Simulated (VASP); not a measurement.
# O2 in VASP: single point with LDA

Aim: the single point of O2 with LDA.

All numbers are computed with VASP 6.6.1; they aren't measurements. Logs are shortened: lines on timing, memory, paths and dates and some standing lists are left out, and cuts for length are marked.

### 1 The cell of the first run

The cell holds a molecule in a box, 2 atoms: a = 9.000 Å, b = 9.500 Å, c = 10.000 Å, α = 90.00°, β = 90.00°, γ = 90.00°.

### 2 Single point, LDA, collinear spin, ferromagnetic start

INCAR

```
PREC = Accurate ; ENCUT = 1000
EDIFF = 1E-6 ; ISMEAR = -1
SIGMA = 0.02 ; LREAL = F
LASPH = T ; NELM = 200
ALGO = Normal ; ISIF = 2
LWAVE = F ; LCHARG = F
ISPIN = 2 ; MAGMOM = 1 1
LORBIT = 11 ; GGA = CA
NBANDS = 17 ; GGA_COMPAT = F
NELMDL = -8
```

KPOINTS

```
regular mesh
0
Gamma
  1 1 1
```

POSCAR

```
O
1.0
    9.0000000000      0.0000000000      0.0000000000
    0.0000000000      9.5000000000      0.0000000000
    0.0000000000      0.0000000000     10.0000000000
O
2
Direct
    0.5000000000      0.5000000000      0.4400143769
    0.5000000000      0.5000000000      0.5599856231
```

Potentials or basis: VASP PAW LDA potentials, release 64 (O_h).

Command:

```console
$ cat potpaw_LDA.64/O_h/POTCAR > POTCAR
$ mpirun -np 1 vasp_gam > vasp.out
```

OUTCAR:

```text
PREC = Accurate
   ENCUT = 1000
   EDIFF = 1E-6
   ISMEAR = -1
   LREAL = F
   LASPH = T
   NELM = 200
   ISIF = 2
   ISPIN = 2
   LORBIT = 11
   GGA = CA
   NELMDL = -8

 ion  position               nearest neighbor table
   1  0.500  0.500  0.440-   2 1.20
   2  0.500  0.500  0.560-   1 1.20

  LATTYP: Found a simple orthorhombic cell.
 ALAT       =     9.0000000000
 B/A-ratio  =     1.0555555556
 C/A-ratio  =     1.1111111111

  Lattice vectors:

 A1 = (   9.0000000000,   0.0000000000,   0.0000000000)
 A2 = (   0.0000000000,   9.5000000000,   0.0000000000)
 A3 = (   0.0000000000,   0.0000000000,  10.0000000000)

Analysis of symmetry for initial positions (statically):
=====================================================================
 Subroutine PRICEL returns:
 Original cell was already a primitive cell.

 Routine SETGRP: Setting up the symmetry group for a
 simple orthorhombic supercell.

 Subroutine GETGRP returns: Found  8 space group operations
 (whereof  8 operations were pure point group operations)
 out of a pool of  8 trial point group operations.

The static configuration has the point symmetry D_2h.

Analysis of symmetry for dynamics (positions and initial velocities):
=====================================================================
 Subroutine PRICEL returns:
 Original cell was already a primitive cell.

 Routine SETGRP: Setting up the symmetry group for a
 simple orthorhombic supercell.

 Subroutine GETGRP returns: Found  8 space group operations
 (whereof  8 operations were pure point group operations)
 out of a pool of  8 trial point group operations.

The dynamic configuration has the point symmetry D_2h.

Analysis of structural, dynamic, and magnetic symmetry:
=====================================================================
 Subroutine PRICEL returns:
 Original cell was already a primitive cell.

 Routine SETGRP: Setting up the symmetry group for a
 simple orthorhombic supercell.

 Subroutine GETGRP returns: Found  8 space group operations
 (whereof  8 operations were pure point group operations)
 out of a pool of  8 trial point group operations.

The overall configuration has the point symmetry D_2h.

 Subroutine INISYM returns: Found  8 space group operations
 (whereof  8 operations are pure point group operations),
 and found     1 'primitive' translations

----------------------------------------------------------------------------------------

                                     Primitive cell

  volume of cell :     855.0000

  direct lattice vectors                    reciprocal lattice vectors
     9.000000000  0.000000000  0.000000000     0.111111111  0.000000000  0.000000000
     0.000000000  9.500000000  0.000000000     0.000000000  0.105263158  0.000000000
     0.000000000  0.000000000 10.000000000     0.000000000  0.000000000  0.100000000

  length of vectors
     9.000000000  9.500000000 10.000000000     0.111111111  0.105263158  0.100000000

  position of ions in fractional coordinates (direct lattice)
     0.500000000  0.500000000  0.440014377
     0.500000000  0.500000000  0.559985623

  ion indices of the primitive-cell ions
   primitive index   ion index
                 1           1
                 2           2

----------------------------------------------------------------------------------------

 KPOINTS: regular mesh

Automatic generation of k-mesh.
 Grid dimensions read from file:
 generate k-points for:    1    1    1

 Generating k-lattice:

  Cartesian coordinates                     Fractional coordinates (reciprocal lattice)
     0.111111111  0.000000000  0.000000000     1.000000000  0.000000000  0.000000000
     0.000000000  0.105263158  0.000000000     0.000000000  1.000000000  0.000000000
     0.000000000  0.000000000  0.100000000     0.000000000  0.000000000  1.000000000

  Length of vectors
     0.111111111  0.105263158  0.100000000

  Shift w.r.t. Gamma in fractional coordinates (k-lattice)
     0.000000000  0.000000000  0.000000000

 Subroutine IBZKPT returns following result:
 ===========================================

 Found      1 irreducible k-points:

 Following reciprocal coordinates:
            Coordinates               Weight
  0.000000  0.000000  0.000000      1.000000
   k-points           NKPTS =      1   k-points in BZ     NKDIM =      1   number of bands    NBANDS=     17
   number of dos      NEDOS =    301   number of ions     NIONS =      2
   total plane-waves  NPLWV = ******
   dimension x,y,z NGX =    96 NGY =   98 NGZ =  108
   dimension x,y,z NGXF=   192 NGYF=  196 NGZF=  216
   ions per type =               2
   NGX,Y,Z   is equivalent  to a cutoff of  17.73, 17.15, 17.95 a.u.
   NGXF,Y,Z  is equivalent  to a cutoff of  35.47, 34.30, 35.91 a.u.
 SYSTEM =  unknown system
   PREC   = accura    normal or accurate (medium, high low for compatibility)
   ISTART =      0    job   : 0-new  1-cont  2-samecut
   ICHARG =      2    charge: 1-file 2-atom 10-const
   ISPIN  =      2    spin polarized calculation?
   LNONCOLLINEAR =      F non collinear calculations
   LSORBIT =      F    spin-orbit coupling
   LASPH  =      T    aspherical Exc in radial PAW
   ENCUT  = 1000.0 eV  73.50 Ry    8.57 a.u.  23.21 24.50 25.78*2*pi/ulx,y,z
   NELM   =    200;   NELMIN=  2; NELMDL= -8     # of ELM steps
   EDIFF  = 0.1E-05   stopping-criterion for ELM
   LREAL  =      F    real-space projection
   EDIFFG = 0.1E-04   stopping-criterion for IOM
   NSW    =      0    number of steps for IOM
   IBRION =     -1    ionic relax: 0-MD 1-quasi-New 2-CG
   NFREE  =      0    steps in history (QN), initial steepest desc. (CG)
   ISIF   =      2    stress and relaxation
   ISYM   =      2    0-nonsym 1-usesym 2-fastsym
   POTIM  = 0.5000    time-step for ionic-motion
   TEBEG  =    0.0;   TEEND  =   0.0 temperature during run
   PSTRESS=    0.0 pullay stress
   NELECT =      12.0000    total number of electrons
   NUPDOWN=      -1.0000    fix difference up-down
   EMIN   =  10.00;   EMAX   =-10.00  energy-range for DOS
   EFERMI =   0.00;   METHOD = LEGACY
   ISMEAR =    -1;   SIGMA  =   0.02  broadening in eV -4-tet -1-fermi 0-gaus
   EFERMI_NEDOS =   21; number of points for ismear=-14 and -15
   IALGO  =     38    algorithm
   IMIX   =      4    mixing-type and parameters
     AMIX     =   0.40;   BMIX     =  1.00
     AMIX_MAG =   1.60;   BMIX_MAG =  1.00
  volume/ion in A,a.u.               =     427.50      2884.91
  Fermi-wavevector in a.u.,A,eV,Ry     =   0.394893  0.746240  2.121703  0.155941
  Thomas-Fermi vector in A             =   1.339966
   LORBIT       =     11    0 simple, 1 ext, 2 COOP (PROOUT), +10 PAW based schemes
   GGA     = CA    functional components
   LHFCALC =     F    Hartree Fock is set to
   AEXX    =    0.0000 exact exchange contribution
   IVDW    =     0    specifies the selected vdW correction
   LEPSILON=     F    determine dielectric tensor
   LRPA    =     F    only Hartree local field effects (RPA)
 spin polarized calculation
  energy-cutoff  :     1000.00
  volume of cell :      855.00
 maximum number of plane-waves:     30729
 NGX is ok and might be reduce to    96
   NGX = 47   NGY = 49   NGZ = 51

 number of electron      12.0000001 magnetization       2.0000002

 Free energy of the ion-electron system (eV)
  ---------------------------------------------------
  ext. energy  EPLUGINS =         0.00000000
  ---------------------------------------------------
  free energy    TOTEN  =       -10.66527706 eV

  energy without entropy =      -10.66527706  energy(sigma->0) =      -10.66527706

 E-fermi :  -6.0349     XC(G=0):  -0.6149

 val. band max:       -6.6311166061   @ k =   0.0000   0.0000   0.0000
 cond. band min:      -4.6623328631   @ k =   0.0000   0.0000   0.0000
 fundamental gap:      1.9687837430
 Fermi energy:        -6.0348893965

 spin component 1

 k-point     1 :       0.0000    0.0000    0.0000
  band No.  band energies     occupation
      1     -32.9737      1.00000
      2     -20.0555      1.00000
      3     -13.6600      1.00000
      4     -13.5999      1.00000
      5     -13.5999      1.00000
      6      -6.6311      1.00000
      7      -6.6311      1.00000
      8      -0.2095      0.00000
      9       1.0528      0.00000
     10       1.3094      0.00000
     11       1.3582      0.00000
     12       1.5206      0.00000
     13       1.6009      0.00000
     14       1.7795      0.00000
     15       2.5752      0.00000
     16       2.9123      0.00000
     17       2.9271      0.00000
 Fermi energy:        -6.0348893965

 spin component 2

 k-point     1 :       0.0000    0.0000    0.0000
  band No.  band energies     occupation
      1     -31.7687      1.00000
      2     -18.4306      1.00000
      3     -12.5665      1.00000
      4     -11.9560      1.00000
      5     -11.9560      1.00000
      6      -4.6623      0.00000
      7      -4.6623      0.00000
      8      -0.1631      0.00000
      9       1.1602      0.00000
     10       1.3436      0.00000
     11       1.4111      0.00000
     12       1.5792      0.00000
     13       1.6198      0.00000
     14       1.8053      0.00000
     15       2.7463      0.00000
     16       2.9646      0.00000
     17       2.9712      0.00000

------------------------ aborting loop because EDIFF is reached ----------------------------------------

  FORCE on cell =-STRESS in cart. coord.  units (eV):
  Direction    XX          YY          ZZ          XY          YZ          ZX
  --------------------------------------------------------------------------------------
  -------------------------------------------------------------------------------------
  Total       -0.0055056     -0.0070183      0.5369717      0.0000000      0.0000000      0.0000000
  in kB       -0.0103170     -0.0131515      1.0062268      0.0000000      0.0000000      0.0000000
  external PRESSURE =       0.3275861 kB  Pullay stress =       0.0000000 kB

 VOLUME and BASIS-vectors are now :
 -----------------------------------------------------------------------------
  energy-cutoff  :     1000.00
  volume of cell :      855.00
      direct lattice vectors                 reciprocal lattice vectors
     9.000000000  0.000000000  0.000000000     0.111111111  0.000000000  0.000000000
     0.000000000  9.500000000  0.000000000     0.000000000  0.105263158  0.000000000
     0.000000000  0.000000000 10.000000000     0.000000000  0.000000000  0.100000000

 POSITION                                       TOTAL-FORCE (eV/Angst)
 -----------------------------------------------------------------------------------
      4.50000      4.75000      4.40014         0.000000      0.000000     -0.453366
      4.50000      4.75000      5.59986         0.000000     -0.000000      0.453366
 -----------------------------------------------------------------------------------
    total drift:                                0.000000     -0.000000      0.000000

  FREE ENERGIE OF THE ION-ELECTRON SYSTEM (eV)
  ---------------------------------------------------
  free  energy   TOTEN  =       -10.6652770564 eV

  energy  without entropy=      -10.6652770564  energy(sigma->0) =      -10.66527706

 total charge

# of ion       s       p       d       tot
------------------------------------------
    1        1.075   2.234   0.000   3.309
    2        1.075   2.234   0.000   3.309
--------------------------------------------------
tot          2.151   4.468   0.000   6.618

 magnetization (x)

# of ion       s       p       d       tot
------------------------------------------
    1        0.013   0.606   0.000   0.619
    2        0.013   0.606   0.000   0.619
--------------------------------------------------
tot          0.026   1.213   0.000   1.239
```

It took 2.6 min on 1 thread of Intel Xeon Platinum 8259CL at 2.50GHz (Skylake/Cascade Lake), shared host; peak memory 1.2 GiB.

What came out:

| Item | Value |
| --- | --- |
| Free energy | -10.6653 eV |
| Largest force | 0.453 eV/Å |
| Gap between the frontier levels | 1.97 eV |
| Net moment | 2.00 μB per cell |
| Site moments | O +0.62 μB |
| Valence electrons inside the program's atomic spheres | O 3.31 |

Forces in eV/Å, atoms in the order of the input:
```
O    0.000  0.000 -0.453
O    0.000  0.000  0.453
```
